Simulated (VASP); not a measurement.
Write the native input for VASP 6.6.1 that does the following.

* Task: single point
* Functional: PBEsol
* Potentials or basis: VASP PAW PBE potentials, release 64 (W_sv, S)
* Cutoff: 520 eV
* k mesh: 12 × 12 × 2
* Occupations: gaussian, width 0.05 eV
* Spin: no spin polarisation
* Dipole correction: no
* Further INCAR settings: ALGO = Normal; EDIFF = 1e-06; NBANDS = 35

The structure of WS2 lies in POSCAR:

```
WS2
1.0
    3.1458813836      0.0000000000      0.0000000000
   -1.5729406918      2.7244131955      0.0000000000
    0.0000000000      0.0000000000     23.9798877606
W S
2 4
Direct
    0.3333333333      0.6666666667      0.6345758579
    0.6666666667      0.3333333333      0.3654241421
    0.3333333333      0.6666666667      0.2989469828
    0.6666666667      0.3333333333      0.5680493466
    0.3333333333      0.6666666667      0.4319506534
    0.6666666667      0.3333333333      0.7010530172
```

This cell differs from its parent crystal: strain +0.0175 x Voigt [0, 0, 1, 0, 0, 0].

One way to write it, as run:

INCAR

```
SYSTEM = WS2
PREC = Accurate ; ENCUT = 520
EDIFF = 1E-6 ; ISMEAR = 0
SIGMA = 0.05 ; LREAL = .FALSE.
LASPH = .TRUE. ; NELM = 80
ALGO = Normal ; ISIF = 2
LWAVE = .FALSE. ; LCHARG = .TRUE.
GGA = PS ; LELF = .TRUE.
LVHAR = .TRUE. ; NBANDS = 35
```

KPOINTS

```
Automatic mesh
0
G
  12 12 2
  0 0 0
```

Potentials or basis: VASP PAW PBE potentials, release 64 (W_sv, S).

The run is started by

```bash
$ cat potpaw_PBE.64/W_sv/POTCAR potpaw_PBE.64/S/POTCAR > POTCAR
$ mpirun -np 1 vasp_std > vasp.out
```

It gave:

```yaml
Largest_force: 0.520 eV/Å
Band_gap_on_the_k_mesh: 1.59 eV (least direct gap 1.98 eV)
```

Caveat: the cell differs from its parent crystal (strain +0.0175 x Voigt [0, 0, 1, 0, 0, 0]); there is no dipole correction, which matters where the two faces differ; the PAW data sets were made with another functional, which shifts forces and pressure a little; spin-orbit coupling is left out, which moves the levels of the heavy elements.

It took 2.3 min on 1 thread of Intel(R) Xeon(R) 6975P-C (Granite Rapids), with other jobs on the host, peak memory 0.44 GiB.
